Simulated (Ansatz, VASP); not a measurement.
## Re in VASP and in Ansatz

```
CELL_PARAMETERS angstrom
0.00000 2.17773 1.68339
2.17773 0.00000 1.68339
2.17773 2.17773 0.00000
ATOMIC_POSITIONS crystal
Re 0.00000 0.00000 0.00000
```

Alike in both runs: task single point; functional PBE; k mesh 10 × 10 × 10; occupations gaussian, width 0.15 eV; no spin polarisation.

|  | VASP | Ansatz |
| --- | --- | --- |
| version | VASP 6.6.1 | Ansatz 0.2.0 |
| potentials or method | VASP PAW PBE potentials, release 64 (Re_sv_GW), cutoff 560 eV | scalar-relativistic, plane waves, PAW |
| valence electrons in the cell | 15 | 15 |

VASP gave:

```
gap on the k mesh at the Fermi level (eV)                     : none
pressure (GPa)                                                : -18.6
traceless stress, the component that is largest in VASP (GPa) : 2.22
```

What did Ansatz give for the same quantities?

gap on the k mesh at the Fermi level (eV): none; pressure (GPa): -17.1; traceless stress, the component that is largest in VASP (GPa): 2.22.

A gap of «none» marks a metal or a gap that the smearing closes.

Spin-orbit coupling is off throughout.
